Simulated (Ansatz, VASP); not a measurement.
# NaF in VASP and in Ansatz

The input INCAR:

```
SYSTEM = NaF
ALGO = Normal
EDIFF = 1E-6
ENCUT = 520
GGA = PE
ISIF = 2
ISMEAR = -1
LASPH = .True.
LCHARG = .False.
LREAL = .False.
LWAVE = .False.
NBANDS = 14
NELM = 80
PREC = Accurate
SIGMA = 0.03
```

File KPOINTS:

```
k-points
0
Gamma
  11 11 11
  0 0 0
```

POSCAR

```
NaF
1.0
    0.0000000000      2.2858943317      2.2858943317
    2.2858943317      0.0000000000      2.2858943317
    2.2858943317      2.2858943317      0.0000000000
Na F
1 1
Direct
    0.0000000000      0.0000000000      0.0000000000
    0.5000000000      0.5000000000      0.5000000000
```

Input for Ansatz:

```yaml
crystal:
  lattice:
    - [0.0, 2.2858943317, 2.2858943317]
    - [2.2858943317, 0.0, 2.2858943317]
    - [2.2858943317, 2.2858943317, 0.0]
  atoms:
    - { symbol: Na, position: [0.0, 0.0, 0.0] }
    - { symbol: F, position: [0.5, 0.5, 0.5] }
kpoints:
  mp_grid: { grid: [11, 11, 11] }
  band_path:
    path:
      - [0.0, 0.0, 0.0]
      - [0.5, 0.0, 0.5]
      - [0.625, 0.25, 0.625]
      - [0.375, 0.375, 0.75]
      - [0.0, 0.0, 0.0]
      - [0.5, 0.5, 0.5]
      - [0.5, 0.25, 0.75]
      - [0.5, 0.0, 0.5]
    npoints: 14
scf:
  occupations: { method: fermi_dirac, width: 0.03 }
hamiltonian:
  xc: pbe
  pseudopotentials: { kind: all_electron, lapw: { basis_error: 0.001 } }
output:
  forces: true
  stress: true
  eigenvalues: true
  populations: true
```

Alike in both runs: task single point; functional PBE; k mesh 11 × 11 × 11; occupations fermi-dirac, width 0.03 eV; no spin polarisation.

|  | VASP | Ansatz |
| --- | --- | --- |
| version | VASP 6.6.1 | Ansatz 0.2.0 |
| potentials or method | VASP PAW PBE potentials, release 64 (Na_pv, F), cutoff 520 eV | all-electron LAPW, scalar-relativistic |

|  | VASP | Ansatz | Ansatz less VASP |
| --- | --- | --- | --- |
| gap on the k mesh at the Fermi level (eV) | 6.52 | 6.54 | +0.011 |
| pressure (GPa) | 4.4 | 4.6 | +0.12 |

Ansatz ran all-electron here, and VASP with PAW potentials.
